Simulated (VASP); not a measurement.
# NbCd3 (Pm-3m) in VASP: notebook

Runs on NbCd3. Level: LDA. Tasks: electric field gradients.

Program: VASP 6.6.1. These are calculated values, not measurements. Logs are shortened: lines on timing, memory, paths and dates and some standing lists are left out, and cuts for length are marked.

## (1) The cell of the first run

It takes space group Pm-3m (No. 221, cubic). Conventional cell: a = 4.129 Å, b = 4.129 Å, c = 4.129 Å, α = 90.00°, β = 90.00°, γ = 90.00°. Within 3.8 Å of Nb (site symmetry m-3m) lie 12 Cd at 2.92 Å. Cd (site symmetry 4/mmm) has 4 Nb at 2.92 Å and 8 Cd at 2.92 Å within 3.8 Å.

## (2) Electric field gradients, LDA (17.60 Å³/atom)

INCAR reads:

```
SYSTEM = NbCd3
PREC     = Accurate       ! precision mode
ENCUT    = 520            ! plane-wave cutoff, eV
EDIFF    = 1E-8           ! SCF threshold, eV
ISMEAR   = -1             ! smearing method
SIGMA    = 0.08           ! smearing width, eV
LREAL    = .FALSE.        ! projectors in reciprocal space
LASPH    = .TRUE.         ! aspherical terms in the spheres
NELM     = 100            ! most SCF steps
ALGO     = Normal         ! electronic algorithm
ISIF     = 2              ! what is computed and relaxed
LWAVE    = .FALSE.        ! write WAVECAR
LCHARG   = .FALSE.        ! write CHGCAR
LEFG     = .TRUE.       
NBANDS   = 32             ! bands
```

KPOINTS reads:

```
Automatic mesh
0
G
  9 9 9
  0 0 0
```

POSCAR reads:

```
NbCd3
1.0
    4.1289554482      0.0000000000      0.0000000000
    0.0000000000      4.1289554482      0.0000000000
    0.0000000000      0.0000000000      4.1289554482
Nb Cd
1 3
Direct
    0.0000000000      0.0000000000      0.0000000000
    0.0000000000      0.5000000000      0.5000000000
    0.5000000000      0.0000000000      0.5000000000
    0.5000000000      0.5000000000      0.0000000000
```

Potentials or basis: VASP PAW LDA potentials, release 64 (Nb_sv, Cd).

On the command line:

```console
> cat potpaw_LDA.64/Nb_sv/POTCAR potpaw_LDA.64/Cd/POTCAR > POTCAR
> mpirun -np 1 vasp_std > vasp.out
```

OUTCAR:

```text
SYSTEM = NbCd3
   PREC = Accurate
   ENCUT = 520
   EDIFF = 1E-8
   ISMEAR = -1
   LREAL = .FALSE.
   LASPH = .TRUE.
   NELM = 100
   ISIF = 2

 ion  position               nearest neighbor table
   1  0.000  0.000  0.000-   2 2.92   3 2.92   4 2.92   2 2.92   3 2.92   2 2.92   4 2.92   2 2.92
                             3 2.92   4 2.92   3 2.92   4 2.92
   2  0.000  0.500  0.500-   1 2.92   3 2.92   4 2.92   1 2.92   4 2.92   1 2.92   3 2.92   1 2.92
                             3 2.92   4 2.92   4 2.92   3 2.92
   3  0.500  0.000  0.500-   1 2.92   2 2.92   4 2.92   1 2.92   4 2.92   2 2.92   4 2.92   4 2.92
                             1 2.92   2 2.92   1 2.92   2 2.92
   4  0.500  0.500  0.000-   1 2.92   2 2.92   3 2.92   2 2.92   3 2.92   1 2.92   3 2.92   3 2.92
                             1 2.92   2 2.92   2 2.92   1 2.92

  LATTYP: Found a simple cubic cell.
 ALAT       =     4.1289554482

  Lattice vectors:

 A1 = (   4.1289554482,   0.0000000000,   0.0000000000)
 A2 = (   0.0000000000,   4.1289554482,   0.0000000000)
 A3 = (   0.0000000000,   0.0000000000,   4.1289554482)

Analysis of symmetry for initial positions (statically):
=====================================================================
 Subroutine PRICEL returns:
 Original cell was already a primitive cell.

 Routine SETGRP: Setting up the symmetry group for a
 simple cubic supercell.

 Subroutine GETGRP returns: Found 48 space group operations
 (whereof 48 operations were pure point group operations)
 out of a pool of 48 trial point group operations.

The static configuration has the point symmetry O_h .

Analysis of symmetry for dynamics (positions and initial velocities):
=====================================================================
 Subroutine PRICEL returns:
 Original cell was already a primitive cell.

 Routine SETGRP: Setting up the symmetry group for a
 simple cubic supercell.

 Subroutine GETGRP returns: Found 48 space group operations
 (whereof 48 operations were pure point group operations)
 out of a pool of 48 trial point group operations.

The dynamic configuration has the point symmetry O_h .

 Subroutine INISYM returns: Found 48 space group operations
 (whereof 48 operations are pure point group operations),
 and found     1 'primitive' translations

----------------------------------------------------------------------------------------

                                     Primitive cell

  volume of cell :      70.3916

  direct lattice vectors                    reciprocal lattice vectors
     4.128955448  0.000000000  0.000000000     0.242192005  0.000000000  0.000000000
     0.000000000  4.128955448  0.000000000     0.000000000  0.242192005  0.000000000
     0.000000000  0.000000000  4.128955448     0.000000000  0.000000000  0.242192005

  length of vectors
     4.128955448  4.128955448  4.128955448     0.242192005  0.242192005  0.242192005

  position of ions in fractional coordinates (direct lattice)
     0.000000000  0.000000000  0.000000000
     0.000000000  0.500000000  0.500000000
     0.500000000  0.000000000  0.500000000
     0.500000000  0.500000000  0.000000000

  ion indices of the primitive-cell ions
   primitive index   ion index
                 1           1
                 2           2
                 3           3
                 4           4

----------------------------------------------------------------------------------------

 KPOINTS: Automatic mesh

Automatic generation of k-mesh.
 Grid dimensions read from file:
 generate k-points for:    9    9    9

 Generating k-lattice:

  Cartesian coordinates                     Fractional coordinates (reciprocal lattice)
     0.026910223  0.000000000  0.000000000     0.111111111  0.000000000  0.000000000
     0.000000000  0.026910223  0.000000000     0.000000000  0.111111111  0.000000000
     0.000000000  0.000000000  0.026910223     0.000000000  0.000000000  0.111111111

  Length of vectors
     0.026910223  0.026910223  0.026910223

  Shift w.r.t. Gamma in fractional coordinates (k-lattice)
     0.000000000  0.000000000  0.000000000

 Subroutine IBZKPT returns following result:
 ===========================================

 Found     35 irreducible k-points:

 Following reciprocal coordinates:
            Coordinates               Weight
  0.000000  0.000000  0.000000      1.000000
  0.111111  0.000000  0.000000      6.000000
  0.222222  0.000000  0.000000      6.000000
  0.333333  0.000000  0.000000      6.000000
  0.444444  0.000000  0.000000      6.000000
  0.111111  0.111111  0.000000     12.000000
[... 16 lines left out ...]
  0.333333  0.333333  0.111111     24.000000
  0.444444  0.333333  0.111111     48.000000
 [... further k-points ...]
   k-points           NKPTS =     35   k-points in BZ     NKDIM =     35   number of bands    NBANDS=     32
   number of dos      NEDOS =    301   number of ions     NIONS =      4
   total plane-waves  NPLWV =  32768
   dimension x,y,z NGX =    32 NGY =   32 NGZ =   32
   dimension x,y,z NGXF=    64 NGYF=   64 NGZF=   64
   ions per type =               1   3
   NGX,Y,Z   is equivalent  to a cutoff of  12.88, 12.88, 12.88 a.u.
   NGXF,Y,Z  is equivalent  to a cutoff of  25.77, 25.77, 25.77 a.u.
 SYSTEM =  NbCd3
   PREC   = accura    normal or accurate (medium, high low for compatibility)
   ISTART =      0    job   : 0-new  1-cont  2-samecut
   ICHARG =      2    charge: 1-file 2-atom 10-const
   ISPIN  =      1    spin polarized calculation?
   LNONCOLLINEAR =      F non collinear calculations
   LSORBIT =      F    spin-orbit coupling
   LASPH  =      T    aspherical Exc in radial PAW
   ENCUT  =  520.0 eV  38.22 Ry    6.18 a.u.   7.68  7.68  7.68*2*pi/ulx,y,z
   NELM   =    100;   NELMIN=  2; NELMDL= -5     # of ELM steps
   EDIFF  = 0.1E-07   stopping-criterion for ELM
   LREAL  =      F    real-space projection
   EDIFFG = 0.1E-06   stopping-criterion for IOM
   NSW    =      0    number of steps for IOM
   IBRION =     -1    ionic relax: 0-MD 1-quasi-New 2-CG
   NFREE  =      0    steps in history (QN), initial steepest desc. (CG)
   ISIF   =      2    stress and relaxation
   ISYM   =      2    0-nonsym 1-usesym 2-fastsym
   POTIM  = 0.5000    time-step for ionic-motion
   TEBEG  =    0.0;   TEEND  =   0.0 temperature during run
   PSTRESS=    0.0 pullay stress
   NELECT =      49.0000    total number of electrons
   NUPDOWN=      -1.0000    fix difference up-down
   EMIN   =  10.00;   EMAX   =-10.00  energy-range for DOS
   EFERMI =   0.00;   METHOD = LEGACY
   ISMEAR =    -1;   SIGMA  =   0.08  broadening in eV -4-tet -1-fermi 0-gaus
   EFERMI_NEDOS =   21; number of points for ismear=-14 and -15
   IALGO  =     38    algorithm
   IMIX   =      4    mixing-type and parameters
     AMIX     =   0.40;   BMIX     =  1.00
     AMIX_MAG =   1.60;   BMIX_MAG =  1.00
  volume/ion in A,a.u.               =      17.60       118.76
  Fermi-wavevector in a.u.,A,eV,Ry     =   1.450886  2.741777 28.641224  2.105071
  Thomas-Fermi vector in A             =   2.568447
   LORBIT       =      0    0 simple, 1 ext, 2 COOP (PROOUT), +10 PAW based schemes
   GGA     = CA    functional components
   LHFCALC =     F    Hartree Fock is set to
   AEXX    =    0.0000 exact exchange contribution
   IVDW    =     0    specifies the selected vdW correction
   LEPSILON=     F    determine dielectric tensor
   LRPA    =     F    only Hartree local field effects (RPA)
 non-spin polarized calculation
  energy-cutoff  :      520.00
  volume of cell :       70.39
 maximum number of plane-waves:      1916
 NGX is ok and might be reduce to    32
   NGX = 15   NGY = 15   NGZ = 15

 number of electron      48.9999985 magnetization

 Free energy of the ion-electron system (eV)
  ---------------------------------------------------
  ext. energy  EPLUGINS =         0.00000000
  ---------------------------------------------------
  free energy    TOTEN  =       -15.43896912 eV

  energy without entropy =      -15.40987656  energy(sigma->0) =      -15.42442284

 E-fermi :   5.6431     XC(G=0): -12.6018

 val. band max:        5.6035542161   @ k =   0.1111   0.0000   0.0000
 cond. band min:       5.6820761674   @ k =   0.3333   0.3333   0.0000
 fundamental gap:      0.0785219514
 Fermi energy:         5.6430812498

 k-point     1 :       0.0000    0.0000    0.0000
  band No.  band energies     occupation
      1     -48.8137      2.00000
      2     -25.0635      2.00000
      3     -25.0635      2.00000
      4     -25.0635      2.00000
      5      -4.3891      2.00000
      6      -4.1021      2.00000
[... 24 lines left out ...]
     31      12.1127      0.00000
     32      13.4796      0.00000

 k-point     2 :       0.1111    0.0000    0.0000
  band No.  band energies     occupation
      1     -48.8136      2.00000
      2     -25.0674      2.00000
      3     -25.0638      2.00000
      4     -25.0638      2.00000
      5      -4.3351      2.00000
      6      -4.0815      2.00000
[... 24 lines left out ...]
     31      12.6610      0.00000
     32      13.5896      0.00000
[... 733 lines left out ...]
     31      12.4277      0.00000
     32      12.9595      0.00000

 k-point    24 :       0.4444    0.3333    0.1111
  band No.  band energies     occupation
      1     -48.8119      2.00000
      2     -25.0904      2.00000
      3     -25.0838      2.00000
      4     -25.0689      2.00000
      5      -3.7497      2.00000
      6      -3.5972      2.00000
[... 24 lines left out ...]
     31      12.6278      0.00000
     32      13.6025      0.00000

 [... further k-points ...]

------------------------ aborting loop because EDIFF is reached ----------------------------------------

  FORCE on cell =-STRESS in cart. coord.  units (eV):
  Direction    XX          YY          ZZ          XY          YZ          ZX
  --------------------------------------------------------------------------------------
  -------------------------------------------------------------------------------------
  Total        2.9021271      2.9021271      2.9021271      0.0000000      0.0000000     -0.0000000
  in kB       66.0551100     66.0551100     66.0551100      0.0000000      0.0000000     -0.0000000
  external PRESSURE =      66.0551100 kB  Pullay stress =       0.0000000 kB

 VOLUME and BASIS-vectors are now :
 -----------------------------------------------------------------------------
  energy-cutoff  :      520.00
  volume of cell :       70.39
      direct lattice vectors                 reciprocal lattice vectors
     4.128955448  0.000000000  0.000000000     0.242192005  0.000000000  0.000000000
     0.000000000  4.128955448  0.000000000     0.000000000  0.242192005  0.000000000
     0.000000000  0.000000000  4.128955448     0.000000000  0.000000000  0.242192005

 POSITION                                       TOTAL-FORCE (eV/Angst)
 -----------------------------------------------------------------------------------
      0.00000      0.00000      0.00000         0.000000      0.000000      0.000000
      0.00000      2.06448      2.06448         0.000000      0.000000      0.000000
      2.06448      0.00000      2.06448         0.000000      0.000000      0.000000
      2.06448      2.06448      0.00000         0.000000      0.000000      0.000000
 -----------------------------------------------------------------------------------
    total drift:                                0.000000     -0.000000     -0.000000

  FREE ENERGIE OF THE ION-ELECTRON SYSTEM (eV)
  ---------------------------------------------------
  free  energy   TOTEN  =       -15.4389691209 eV

  energy  without entropy=      -15.4098765590  energy(sigma->0) =      -15.42442284

 Electric field gradients (V/A^2)
---------------------------------------------------------------------
 ion       V_xx      V_yy      V_zz      V_xy      V_xz      V_yz
---------------------------------------------------------------------
   1       0.000     0.000     0.000     0.000    -0.000     0.000
   2     120.494   -60.247   -60.247     0.000    -0.000    -0.000
   3     -60.247   120.494   -60.247    -0.000    -0.000     0.000
   4     -60.247   -60.247   120.494    -0.000     0.000    -0.000
---------------------------------------------------------------------

 Electric field gradients after diagonalization (V/A^2)
 (convention: |V_zz| > |V_xx| > |V_yy|)
----------------------------------------------------------------------
 ion       V_xx      V_yy      V_zz     asymmetry (V_yy - V_xx)/ V_zz
----------------------------------------------------------------------
   1       0.000     0.000     0.000      -0.061
   2     -60.247   -60.247   120.494       0.000
   3     -60.247   -60.247   120.494       0.000
   4     -60.247   -60.247   120.494       0.000
----------------------------------------------------------------------

           NMR quadrupolar parameters

 Cq : quadrupolar parameter    Cq=e*Q*V_zz/h
 eta: asymmetry parameters     (V_yy - V_xx)/ V_zz
 Q  : nuclear electric quadrupole moment in mb (millibarn)
----------------------------------------------------------------------
 ion       Cq(MHz)       eta       Q (mb)
----------------------------------------------------------------------
   1       0.000      -0.061       1.000
   2       0.291       0.000       1.000
   3       0.291       0.000       1.000
   4       0.291       0.000       1.000
----------------------------------------------------------------------
```

Wall time 49 s (1 thread of Intel Xeon Platinum 8259CL at 2.50GHz (Skylake/Cascade Lake), shared host); peak memory 0.19 GiB.

What came out:

```yaml
Free_energy: -15.4390 eV
Pressure: 6.6 GPa
Band_gap_on_the_k_mesh: zero (an odd number of electrons rules out a gap without spin polarisation)
Largest_electric_field_gradient_by_atom: Nb +0.0; Cd +120.5 V/Å²
```

Electric field gradients, principal values (V/Å²):
| atom | least | middle | greatest (by size) |
| --- | --- | --- | --- |
| 1 Nb | 0.000 | 0.000 | 0.000 |
| 2 Cd | -60.247 | -60.247 | 120.494 |
| 3 Cd | -60.247 | -60.247 | 120.494 |
| 4 Cd | -60.247 | -60.247 | 120.494 |

Caveat: the cell stands under pressure; without QUAD_EFG the Cq values of the log hold for a quadrupole moment of 1 mb, not for the nuclei.

[end of part 1 of 3]

The gap in the log of VASP goes by the Fermi energy; the results here count the filled bands.